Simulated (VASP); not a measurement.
The system is CdS.

```xyz
2
Lattice="0.0000 2.9392 2.9098 2.9392 0.0000 2.9098 2.9392 2.9392 0.0000" Properties=species:S:1:pos:R:3 pbc="T T T"
Cd    0.0000    0.0000    0.0000
S     1.4696    1.4696    1.4549
```

This cell differs from its parent crystal: uniaxial z strain -1.0%.

Base run:

* Program: VASP 6.6.1
* Functional: r2SCAN
* Potentials or basis: VASP PAW PBE potentials, release 64 (Cd, S)
* Cutoff: 520 eV
* k mesh: 8 × 8 × 8
* Occupations: gaussian, width 0.01 eV
* Spin: no spin polarisation

Its results: band gap on the k mesh 1.54 eV; pressure 0.9 GPa.

The run is repeated on the same cell with these changes: functional from r2SCAN to PBE; cutoff from 520 eV to 500 eV; k mesh from 8 × 8 × 8 to 4 × 4 × 4. What comes out?

Band gap on the k mesh 1.09 eV; pressure 2.5 GPa.

Several settings changed at once.

Caveats: some runs use coarse meshes; the PAW data sets were made with another functional, which shifts forces and pressure a little (at least some runs).

